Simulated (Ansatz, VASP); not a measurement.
One calculation of ReP, two programs

Contents of INCAR:

```
SYSTEM = ReP
PREC = Accurate
ENCUT = 560
EDIFF = 1E-6
ISMEAR = 0
SIGMA = 0.05
LREAL = .FALSE.
LASPH = .TRUE.
NELM = 120
ALGO = Normal
ISIF = 2
LWAVE = .FALSE.
LCHARG = .TRUE.
GGA = PS
LELF = .TRUE.
LVHAR = .TRUE.
NBANDS = 17
GGA_COMPAT = .FALSE.
```

Contents of KPOINTS:

```
regular mesh
0
G
  12 12 12
  0 0 0
```

File POSCAR:

```
ReP
1.0
    0.0000000000      2.4579799456      2.4579799456
    2.4579799456      0.0000000000      2.4579799456
    2.4579799456      2.4579799456      0.0000000000
Re P
1 1
Direct
    0.5000000000      0.5000000000      0.5000000000
    0.0000000000      0.0000000000      0.0000000000
```

Input for Ansatz:

```yaml
crystal:
  lattice:
    - [0.0, 2.4579799456, 2.4579799456]
    - [2.4579799456, 0.0, 2.4579799456]
    - [2.4579799456, 2.4579799456, 0.0]
  atoms:
    - { symbol: Re, position: [0.5, 0.5, 0.5] }
    - { symbol: P, position: [0.0, 0.0, 0.0] }
basis:
  ecutwfc: 420
  ecutrho_ratio: 4
kpoints:
  mp_grid: { grid: [12, 12, 12] }
hamiltonian:
  xc: pbesol
scf:
  occupations: { method: gaussian, width: 0.05 }
output:
  forces: true
  stress: true
  eigenvalues: true
  populations: true
```

Alike in both runs: task single point; functional PBEsol; k mesh 12 × 12 × 12; occupations gaussian, width 0.05 eV; no spin polarisation.

|  | VASP | Ansatz |
| --- | --- | --- |
| version | VASP 6.6.1 | Ansatz 0.2.0 |
| potentials or method | VASP PAW PBE potentials, release 64 (Re_sv_GW, P), cutoff 560 eV | scalar-relativistic, plane waves, PAW |
| valence electrons in the cell | 20 | 20 |

|  | VASP | Ansatz | Ansatz less VASP |
| --- | --- | --- | --- |
| gap on the k mesh at the Fermi level (eV) | none | none | - |
| pressure (GPa) | -7.0 | -6.5 | +0.55 |

VASP's potentials were made for PBE, not for PBEsol. A gap of «none» marks a metal or a gap that the smearing closes.

Neither program's run includes spin-orbit coupling.
